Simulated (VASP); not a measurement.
Runs of VASP 6.6.1 on Sn. The structure is that of space group Im-3m (No. 229), or close to it. The cells are those of the table. This isn't the form of Sn at room conditions, which is tetragonal (white tin).

```csv
level,cell,k mesh,cutoff (eV),smearing,dipole correction,grid for exact exchange (PRECFOCK),share of exact exchange,screening parameter,tolerance level,gap on the mesh (eV),pressure (GPa)
PBEsol-based screened hybrid with 25 % exact exchange,"a = 3.282 Å, angles 109.5°, 1 atom",5 × 5 × 5,520,fermi-dirac 0.05 eV,no,Normal,0.25,0.207 1/Å,-,none,0.5
PBEsol-based global hybrid with 25 % exact exchange,"a = 3.280 Å, angles 109.5°, 1 atom",5 × 5 × 5,520,fermi-dirac 0.05 eV,no,Normal,0.25,-,-,none,(a)
HSE06,"a = 3.325 Å, angles 109.5°, 1 atom",6 × 6 × 6,520,fermi-dirac 0.05 eV,no,Normal,0.25,0.2079 1/Å,-,none,(c)
HSE06,"a = 3.303 Å, angles 109.5°, 1 atom",6 × 6 × 6,520,fermi-dirac 0.05 eV,no,Normal,0.25,0.2079 1/Å,-,none,(b)
PBEsol-based screened hybrid with 25 % exact exchange,"a = 3.336 Å, angles 109.5°, 1 atom",5 × 5 × 5,520,fermi-dirac 0.05 eV,no,Normal,0.25,0.207 1/Å,-,none,0.0
PBEsol,"a = 3.282 Å, angles 109.5°, 1 atom",30 × 30 × 30,480,tetrahedron 0.1 eV,-,-,-,-,standard,none,-
HSE06,"a = 3.376 Å, angles 109.5°, 1 atom",5 × 5 × 5,520,fermi-dirac 0.05 eV,no,Normal,0.25,0.2079 1/Å,-,none,-0.1
PBE,"a = 3.283, b = 3.269, c = 3.261 Å, angles 109.2, 109.5, 108.9°, 1 atom",10 × 10 × 10,520,fermi-dirac 0.05 eV,no,-,-,-,-,none,0.6
PBE0,"a = 3.303 Å, angles 109.5°, 1 atom",6 × 6 × 6,520,fermi-dirac 0.05 eV,no,Normal,0.25,-,-,none,-2.1
PBE0,"a = 3.325 Å, angles 109.5°, 1 atom",6 × 6 × 6,520,fermi-dirac 0.05 eV,no,Normal,0.25,-,-,none,-3.0
PBEsol,"a = 3.282 Å, angles 109.5°, 1 atom",14 × 14 × 14,280,tetrahedron 0.1 eV,-,-,-,-,standard,none,-
```

Alike in all rows: potentials or basis VASP PAW PBE potentials, release 64 (Sn_d); no spin polarisation.

Q: Estimate the missing entries.

A: (a) -0.2; (b) -1.9; (c) -2.8.

Caveats: some runs use coarse meshes; spin-orbit coupling is left out, which moves the levels of the heavy elements; the PAW data sets were made with another functional, which shifts forces and pressure a little (at least some runs); tetrahedron occupations give inexact forces and stress in metals (at least some runs); the cutoff is under 1.25 times the usual one of these potentials, so pressure, stress and relaxed cells hold a basis-set (Pulay) error (at least some runs).

A k mesh can miss the band edges, and the runs leave out spin-orbit coupling on Sn.

A gap of «none» marks levels without a gap at the run's occupations.
